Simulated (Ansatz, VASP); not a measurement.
Ga2SnO3 in VASP and in Ansatz

Contents of INCAR:

```
SYSTEM = Ga2SnO3
PREC = Accurate
ENCUT = 600
EDIFF = 1E-6
ISMEAR = 0
SIGMA = 0.1
LREAL = .FALSE.
LASPH = .TRUE.
NELM = 80
ALGO = Normal
ISIF = 3
LWAVE = .FALSE.
LCHARG = .FALSE.
GGA = PE
IBRION = 2
NSW = 90
EDIFFG = -0.04
```

The input KPOINTS:

```
regular mesh
0
G
  6 6 2
  0 0 0
```

Contents of POSCAR:

```
Ga2SnO3
1.0
    3.1751069600      0.0000000000      0.0000000000
    0.0000000000      3.1751069600      0.0000000000
    0.0000000000      0.0000000000     11.0838796600
Ga Sn O
2 1 3
Direct
    0.0000000000      0.0000000000      0.0241090300
    0.5000000000      0.5000000000      0.4912769800
    0.5000000000      0.5000000000      0.1515834800
    0.0000000000      0.0000000000      0.6514509300
    0.0000000000      0.0000000000      0.3293667700
    0.5000000000      0.5000000000      0.8522117700
```

Input for Ansatz:

```yaml
crystal:
  lattice:
    - [3.17510696, 0.0, 0.0]
    - [0.0, 3.17510696, 0.0]
    - [0.0, 0.0, 11.08387966]
  atoms:
    - { symbol: Ga, position: [0.0, 0.0, 0.02410903] }
    - { symbol: Ga, position: [0.5, 0.5, 0.49127698] }
    - { symbol: Sn, position: [0.5, 0.5, 0.15158348] }
    - { symbol: O, position: [0.0, 0.0, 0.65145093] }
    - { symbol: O, position: [0.0, 0.0, 0.32936677] }
    - { symbol: O, position: [0.5, 0.5, 0.85221177] }
basis:
  ecutwfc: 420
kpoints:
  mp_grid: { grid: [6, 6, 2] }
hamiltonian:
  xc: pbe
scf:
  occupations: { method: gaussian, width: 0.1 }
  lower_state_search: "off"
output:
  forces: true
  stress: true
  eigenvalues: true
relax:
  adjacent_minimum: "off"
  f_tol: 0.04
  max_steps: 70
  cell: { stress_tol: 0.4 }
```

Change from the starting cell: species swapped into the Zr3TiCu2 type (P4mm, No. 99).

Alike in both runs: task relaxation of cell and atoms; functional PBE; k mesh 6 × 6 × 2; occupations gaussian, width 0.1 eV; no spin polarisation.

|  | VASP | Ansatz |
| --- | --- | --- |
| version | VASP 6.6.1 | Ansatz 0.2.0 |
| potentials or method | VASP PAW PBE potentials, release 64 (Ga_d, Sn_d, O), cutoff 600 eV | scalar-relativistic, plane waves, PAW |
| valence electrons in the cell | 58 | 58 |

Ansatz gave:

```
gap on the k mesh at the Fermi level, each at its own relaxed structure (eV) : none
relaxed volume (Å³/atom)                                                     : 16.42
relaxed cell length with the largest relative difference (Å)                 : 11.344
```

Problem. What did VASP give for the same quantities?

Solution. gap on the k mesh at the Fermi level, each at its own relaxed structure (eV): none; relaxed volume (Å³/atom): 14.01; relaxed cell length with the largest relative difference (Å): 8.459.

A gap of «none» marks a metal or a gap that the smearing closes. One of these differences is far larger than is usual between the two programs; its cause wasn't traced.

Noted on VASP's run: the volume moved by over 15 % at a fixed basis, so the end points are rough.
